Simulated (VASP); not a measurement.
Here is a VASP 6.6.1 calculation.

Contents of INCAR:

```
SYSTEM = MgO
PREC     = Accurate       ! precision mode
ENCUT    = 600            ! plane-wave cutoff, eV
EDIFF    = 1E-6           ! SCF threshold, eV
ISMEAR   = 0              ! smearing method
SIGMA    = 0.02           ! smearing width, eV
LREAL    = .FALSE.        ! projectors in reciprocal space
LASPH    = .TRUE.         ! aspherical terms in the spheres
NELM     = 120            ! most SCF steps
ALGO     = Normal         ! electronic algorithm
ISIF     = 2              ! what is computed and relaxed
LWAVE    = .FALSE.        ! write WAVECAR
LCHARG   = .FALSE.        ! write CHGCAR
GGA      = PS             ! functional
NBANDS   = 11             ! bands
GGA_COMPAT= .FALSE.
```

KPOINTS

```
regular mesh
0
G
  10 10 10
  0 0 0
```

The input POSCAR:

```
MgO
1.0
    0.0000000000      2.0889949549      2.0889949549
    2.0889949549      0.0000000000      2.0889949549
    2.0889949549      2.0889949549      0.0000000000
Mg O
1 1
Direct
    0.0000000000      0.0000000000      0.0000000000
    0.5000000000      0.5000000000      0.5000000000
```

Potentials or basis: VASP PAW PBE potentials, release 64 (Mg, O).

Command:

```bash
$ cat potpaw_PBE.64/Mg/POTCAR potpaw_PBE.64/O/POTCAR > POTCAR
$ mpirun -np 1 vasp_std > vasp.out
```

(1) What does it give for the band gap on the k mesh?

(2) Estimate the pressure.

Results:

(1) 4.87 eV, direct.

(2) 3.6 GPa.

Caveat: the PAW data sets were made with another functional, which shifts forces and pressure a little.
